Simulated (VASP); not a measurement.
## TiS2: electric field gradients with PBE

The system is TiS2.

```
CELL_PARAMETERS angstrom
3.45690 0.00000 0.00000
-1.72845 2.99376 0.00000
0.00000 0.00000 5.76994
ATOMIC_POSITIONS crystal
Ti 0.00000 0.00000 0.00000
S 0.33333 0.66667 0.25000
S 0.66667 0.33333 0.75000
```

```json
{
  "Program": "VASP 6.6.1",
  "Task": "electric field gradients",
  "Functional": "PBE",
  "Potentials or basis": "VASP PAW PBE potentials, release 64 (Ti_sv, S)",
  "Cutoff": "400 eV",
  "k mesh": "14 × 14 × 7",
  "Occupations": "fermi-dirac, width 0.05 eV",
  "Spin": "no spin polarisation",
  "Dipole correction": "no",
  "Further INCAR settings": "ALGO = Normal; EDIFF = 1e-08; NBANDS = 19"
}
```

```yaml
Pressure: -3.3 GPa
Largest_force: 0.532 eV/Å
Band_gap_on_the_k_mesh: zero (bands 12 and 13 overlap by 0.03 eV)
Largest_electric_field_gradient_by_atom: Ti -17.7; S -10.6 V/Å²
```

Forces on the atoms (eV/Å):
```
Ti   0.000  0.000  0.000
S    0.000  0.000 -0.532
S    0.000  0.000  0.532
```

Stress tensor (GPa, compression positive):
```
-3.64  0.00  0.00
 0.00 -3.64  0.00
 0.00  0.00 -2.61
```

Levels at points of the mesh, in eV from the Fermi level:
```csv
k point,band 10,band 11,band 12,band 13,band 14,band 15
"(0.00, 0.00, 0.00)",-0.04,0.05,0.05,0.49,0.49,0.89
"(0.50, 0.00, 0.00)",-2.52,-2.51,-1.53,0.22,1.43,1.81
```

Electric field gradients, principal values (V/Å²):
```
atom  least  middle  greatest (by size)
1 Ti  8.825   8.829             -17.654
 2 S  5.285   5.287             -10.572
 3 S  5.285   5.287             -10.572
```

It took 3 min on 1 thread of Intel Xeon 8259CL, with other jobs on the host, peak memory 0.23 GiB.

Caveat: the cell stands under tension; without QUAD_EFG the Cq values of the log hold for a quadrupole moment of 1 mb, not for the nuclei; this functional lacks dispersion, which binds layers or chains, so the pressure and a relaxed spacing across them are unreliable.
